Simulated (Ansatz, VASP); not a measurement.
One calculation of ScCdF3, two programs

```
Sc Cd F
1.0
     4.41826    0.00000    0.00000
    -2.20913    3.82632    0.00000
     0.00000    0.00000    6.52127
Sc Cd F
1 1 3
Direct
  0.00000 0.00000 0.00000
  0.00000 0.00000 0.50000
  0.50000 0.00000 0.00000
  0.00000 0.50000 0.00000
  0.50000 0.50000 0.00000
```

Alike in both runs: functional PBE; k mesh 6 × 6 × 2; occupations gaussian, width 0.1 eV; no spin polarisation.

Ansatz relaxed the structure, and its values are those at the end. VASP's run is a single point on that final structure, the one shown.

```csv
,VASP,Ansatz
version,VASP 6.6.1,Ansatz 0.2.0
potentials or method,"VASP PAW PBE potentials, release 64 (Sc_sv, Cd, F), cutoff 520 eV","scalar-relativistic, plane waves, PAW"
valence electrons in the cell,44,52
```

|  | VASP | Ansatz | Ansatz less VASP |
| --- | --- | --- | --- |
| gap on the k mesh at the Fermi level (eV) | none | none | - |
| pressure (GPa) | 0.3 | 0.3 | +0.02 |

A gap of «none» marks a metal or a gap that the smearing closes. VASP's potentials hold 44 valence electrons a cell and Ansatz's 52, so a difference there can come from the potentials and not from the codes.

The k mesh is coarse, so the values compare programs but aren't converged.
